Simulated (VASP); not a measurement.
# TePb (Pm-3m) in VASP: further runs, part 2 of 2

VASP 6.6.1.

## (4) Single point, PBE

This run uses another cell than the first one, of 34.33 Å³/atom, 1.049 times its volume.

Input file INCAR:

```
PREC = Accurate ; ENCUT = 500
EDIFF = 1E-6 ; ISMEAR = 0
SIGMA = 0.05 ; LREAL = F
LASPH = T ; NELM = 120
ALGO = Normal ; ISIF = 2
LWAVE = F ; LCHARG = F
GGA = PE ; NBANDS = 17
GGA_COMPAT = F
```

Input file KPOINTS:

```
Automatic mesh
0
Gamma
  4 4 4
```

Input file POSCAR:

```
TePb
1.0
    4.0948817558      0.0000000000      0.0000000000
    0.0000000000      4.0948817558      0.0000000000
    0.0000000000      0.0000000000      4.0948817558
Pb Te
1 1
Direct
    0.0000000000      0.0000000000      0.0000000000
    0.5000000000      0.5000000000      0.5000000000
```

Potentials or basis: VASP PAW PBE potentials, release 64 (Pb_d, Te).

Launch:

```bash
$ cat potpaw_PBE.64/Pb_d/POTCAR potpaw_PBE.64/Te/POTCAR > POTCAR
$ mpirun -np 1 vasp_std > vasp.out
```

OUTCAR:

```text
PREC = Accurate
   ENCUT = 500
   EDIFF = 1E-6
   ISMEAR = 0
   LREAL = F
   LASPH = T
   NELM = 120
   ISIF = 2
   GGA = PE

 ion  position               nearest neighbor table
   1  0.000  0.000  0.000-   2 3.55   2 3.55   2 3.55   2 3.55   2 3.55   2 3.55   2 3.55   2 3.55

   2  0.500  0.500  0.500-   1 3.55   1 3.55   1 3.55   1 3.55   1 3.55   1 3.55   1 3.55   1 3.55

  LATTYP: Found a simple cubic cell.
 ALAT       =     4.0948817558

  Lattice vectors:

 A1 = (   4.0948817558,   0.0000000000,   0.0000000000)
 A2 = (   0.0000000000,   4.0948817558,   0.0000000000)
 A3 = (   0.0000000000,   0.0000000000,   4.0948817558)

Analysis of symmetry for initial positions (statically):
=====================================================================
 Subroutine PRICEL returns:
 Original cell was already a primitive cell.

 Routine SETGRP: Setting up the symmetry group for a
 simple cubic supercell.

 Subroutine GETGRP returns: Found 48 space group operations
 (whereof 48 operations were pure point group operations)
[... 146 lines left out ...]
  free energy    TOTEN  =        -6.92111245 eV

  energy without entropy =       -6.91676303  energy(sigma->0) =       -6.91893774

 E-fermi :   5.7496     XC(G=0):  -9.3645

 val. band max:        5.7414503749   @ k =   0.5000   0.0000   0.0000
 cond. band min:       5.8954681449   @ k =   0.5000   0.2500   0.2500
 fundamental gap:      0.1540177700
 Fermi energy:         5.7495819429

 k-point     1 :       0.0000    0.0000    0.0000
  band No.  band energies     occupation
      1     -11.6185      2.00000
      2     -11.6185      2.00000
      3     -11.5507      2.00000
      4     -11.5507      2.00000
      5     -11.5507      2.00000
      6      -6.0684      2.00000
[... 177 lines left out ...]
      4     -11.5320      2.00000
      5     -11.5320      2.00000
      6      -3.9272      2.00000
[... 9 lines left out ...]
     16      18.5278      0.00000
     17      19.8010      0.00000

------------------------ aborting loop because EDIFF is reached ----------------------------------------

  FORCE on cell =-STRESS in cart. coord.  units (eV):
  Direction    XX          YY          ZZ          XY          YZ          ZX
  --------------------------------------------------------------------------------------
  -------------------------------------------------------------------------------------
  Total       -0.7624869     -0.7624869     -0.7624869      0.0000000      0.0000000     -0.0000000
  in kB      -17.7917581    -17.7917581    -17.7917581      0.0000000      0.0000000     -0.0000000
  external PRESSURE =     -17.7917581 kB  Pullay stress =       0.0000000 kB

 VOLUME and BASIS-vectors are now :
 -----------------------------------------------------------------------------
  energy-cutoff  :      500.00
  volume of cell :       68.66
      direct lattice vectors                 reciprocal lattice vectors
     4.094881756  0.000000000  0.000000000     0.244207296  0.000000000  0.000000000
     0.000000000  4.094881756  0.000000000     0.000000000  0.244207296  0.000000000
     0.000000000  0.000000000  4.094881756     0.000000000  0.000000000  0.244207296

 POSITION                                       TOTAL-FORCE (eV/Angst)
 -----------------------------------------------------------------------------------
      0.00000      0.00000      0.00000         0.000000      0.000000      0.000000
      2.04744      2.04744      2.04744         0.000000      0.000000      0.000000
 -----------------------------------------------------------------------------------
    total drift:                                0.000000     -0.000000     -0.000000

  FREE ENERGIE OF THE ION-ELECTRON SYSTEM (eV)
  ---------------------------------------------------
  free  energy   TOTEN  =        -6.9211124451 eV

  energy  without entropy=       -6.9167630266  energy(sigma->0) =       -6.91893774
```

OSZICAR:

```text
N       E                     dE             d eps       ncg     rms          rms(c)
DAV:   1     0.146756135956E+03    0.14676E+03   -0.90583E+03   340   0.108E+03
DAV:   2     0.327794293982E+01   -0.14348E+03   -0.13944E+03   348   0.285E+02
DAV:   3    -0.694275802199E+01   -0.10221E+02   -0.10144E+02   459   0.822E+01
DAV:   4    -0.720959856236E+01   -0.26684E+00   -0.26668E+00   453   0.145E+01
DAV:   5    -0.722014003291E+01   -0.10541E-01   -0.10541E-01   469   0.265E+00    0.297E+00
DAV:   6    -0.693395429683E+01    0.28619E+00   -0.58748E-01   468   0.470E+00    0.180E+00
DAV:   7    -0.692421663469E+01    0.97377E-02   -0.14499E-01   444   0.164E+00    0.157E+00
DAV:   8    -0.692082116825E+01    0.33955E-02   -0.16771E-02   427   0.838E-01    0.859E-01
DAV:   9    -0.692329555802E+01   -0.24744E-02   -0.10898E-02   433   0.890E-01    0.475E-01
DAV:  10    -0.692106198496E+01    0.22336E-02   -0.57752E-03   435   0.512E-01    0.119E-01
DAV:  11    -0.692116254586E+01   -0.10056E-03   -0.55158E-04   412   0.135E-01    0.647E-02
DAV:  12    -0.692112883256E+01    0.33713E-04   -0.31628E-04   475   0.979E-02    0.626E-02
DAV:  13    -0.692111808857E+01    0.10744E-04   -0.19202E-05   395   0.226E-02    0.339E-02
DAV:  14    -0.692111229214E+01    0.57964E-05   -0.17504E-05   433   0.195E-02    0.406E-03
DAV:  15    -0.692111244509E+01   -0.15295E-06   -0.14755E-06   307   0.550E-03
   1 F= -.69211124E+01 E0= -.69189377E+01  d E =-.434942E-02
```

stdout:

```text
POSCAR found type information on POSCAR PbTe
 POSCAR found :  2 types and       2 ions
 scaLAPACK will be used
 LDA part: xc-table for (Slater+PW92), standard interpolation
 POSCAR, INCAR and KPOINTS ok, starting setup
 FFT: planning ... GRIDC
 FFT: planning ... GRID_SOFT
 FFT: planning ... GRID
 WAVECAR not read
 entering main loop
```

Wall time 23 s (1 thread of Intel Xeon 8259CL, shared host); peak memory 0.17 GiB.

What came out:

- Free energy: -6.9211 eV
- Pressure: -1.8 GPa
- Band gap on the k mesh: zero (band 10 reaches 5.90 eV, above the bottom of band 11 at 4.76 eV)

Caveat: the k points lie up to 0.38 Å⁻¹ apart; spin-orbit coupling is left out, which moves the levels of the heavy elements.

## (5) Summary

```tsv
cell	gap on the mesh (eV)	pressure (GPa)
a = 4.030 Å, 2 atoms	none	-0.1
a = 4.122 Å, 2 atoms	none	-2.4
a = 4.095 Å, 2 atoms	none	-1.8
```

Alike in all rows: task single point; level PBE; potentials or basis VASP PAW PBE potentials, release 64 (Pb_d, Te); no spin polarisation; k mesh 4 × 4 × 4; cutoff (eV) 500; smearing gaussian 0.05 eV.

Caveats: all runs use coarse meshes; spin-orbit coupling is left out, which moves the levels of the heavy elements.

Total energies depend on the potentials used, so only differences within one code and one set of settings carry meaning.
